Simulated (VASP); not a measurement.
CaVO3: single point with LDA+U

The system is CaVO3.

```
CELL_PARAMETERS angstrom
3.83041 0.00000 0.00000
0.00000 3.83041 0.00000
0.00000 0.00000 3.83041
ATOMIC_POSITIONS crystal
Ca 0.00000 0.00000 0.00000
V 0.50000 0.50000 0.50000
O 0.50000 0.50000 0.00000
O 0.00000 0.50000 0.50000
O 0.50000 0.00000 0.50000
```

```json
{
  "Program": "VASP 6.6.1",
  "Task": "single point",
  "Functional": "LDA",
  "Potentials or basis": "VASP PAW LDA potentials, release 64 (Ca_sv, V_sv, O)",
  "Cutoff": "600 eV",
  "k mesh": "6 × 6 × 6",
  "Occupations": "gaussian, width 0.1 eV",
  "Spin": "collinear spin, ferromagnetic start",
  "Starting moments": "[0.0, 1.0, 0.0, 0.0, 0.0] μB",
  "Hubbard terms": "V d U = 2.0 eV"
}
```

* Pressure: -13.9 GPa
* Net moment: 0.50 μB per cell
* Site moments: Ca +0.00; V +0.50; O -0.01 μB
* Valence electrons inside the program's atomic spheres: Ca 8.05; V 11.58; O 5.00

Levels at points of the mesh, in eV from the Fermi level:
Spin up:
```tsv
k point	band 17	band 18	band 19	band 20	band 21	band 22	band 23	band 24
(0.00, 0.00, 0.00)	-3.30	-2.63	-2.63	-2.63	-1.35	-1.35	-1.35	1.08
(0.50, 0.00, 0.00)	-4.92	-4.14	-2.96	-2.96	-1.23	0.67	0.67	1.10
(0.50, 0.50, 0.00)	-4.28	-4.09	-4.09	-2.16	0.63	0.63	0.93	2.13
(0.50, 0.50, 0.50)	-6.69	-2.06	-2.06	-2.06	1.14	1.14	1.14	3.78
```
Spin down:
| k point | band 16 | band 17 | band 18 | band 19 | band 20 | band 21 | band 22 | band 23 | band 24 | band 25 |
| --- | --- | --- | --- | --- | --- | --- | --- | --- | --- | --- |
| (0.00, 0.00, 0.00) | -3.30 | -3.30 | -2.63 | -2.63 | -2.63 | -0.64 | -0.64 | -0.64 | 1.41 | 1.41 |
| (0.50, 0.00, 0.00) | -4.76 | -4.76 | -4.15 | -2.96 | -2.96 | -0.49 | 1.28 | 1.28 | 1.44 | 3.68 |
| (0.50, 0.50, 0.00) | -5.08 | -4.26 | -4.09 | -4.09 | -2.18 | 1.27 | 1.27 | 1.61 | 2.43 | 4.35 |
| (0.50, 0.50, 0.50) | -6.57 | -6.57 | -2.08 | -2.08 | -2.08 | 1.83 | 1.83 | 1.83 | 3.79 | 3.79 |

Eigenvalues of the final occupation matrices:
```tsv
site	spin	trace	eigenvalues
site 2 d	1	1.73	0.32 0.32 0.36 0.36 0.36
site 2 d	2	1.23	0.21 0.21 0.21 0.31 0.31
```

It took 39 s on 1 thread of Intel(R) Xeon(R) Platinum 8488C (Sapphire Rapids) (shared host), peak memory 0.21 GiB.

Caveat: the cell stands under tension. The state reached can hang on the start; a lower one may exist.
